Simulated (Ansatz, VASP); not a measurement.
One calculation of Hf6Pt, two programs

```xyz
7
Lattice="-3.7190 3.7190 3.7190 3.7190 -3.7190 3.7190 3.7190 3.7190 -3.7190" Properties=species:S:1:pos:R:3 pbc="T T T"
Hf    0.0000    0.0000    4.9556
Hf    0.0000    0.0000    2.4824
Hf    2.4824    0.0000    0.0000
Hf    4.9556    0.0000    0.0000
Hf    0.0000    4.9556    0.0000
Hf    0.0000    2.4824    0.0000
Pt    0.0000    0.0000    0.0000
```

Change from the starting cell: species swapped into the SF6 type (Im-3m, No. 229).

Alike in both runs: functional PBE; k mesh 4 × 4 × 4; occupations gaussian, width 0.1 eV; no spin polarisation.

Ansatz relaxed the structure, and its values are those at the end. VASP's run is a single point on that final structure, the one shown.

|  | VASP | Ansatz |
| --- | --- | --- |
| version | VASP 6.6.1 | Ansatz 0.2.0 |
| potentials or method | VASP PAW PBE potentials, release 64 (Hf_pv, Pt), cutoff 520 eV | scalar-relativistic, plane waves, PAW |
| valence electrons in the cell | 70 | 174 |

|  | VASP | Ansatz | Ansatz less VASP |
| --- | --- | --- | --- |
| gap on the k mesh at the Fermi level (eV) | none | none | - |
| pressure (GPa) | -0.3 | 0.3 | +0.59 |
| rms of the force components (eV/Å) | 0.026 | 0.003 | -0.0233 |

A gap of «none» marks a metal or a gap that the smearing closes. VASP's potentials hold 70 valence electrons a cell and Ansatz's 174, so a difference there can come from the potentials and not from the codes.

Spin-orbit coupling is off throughout.
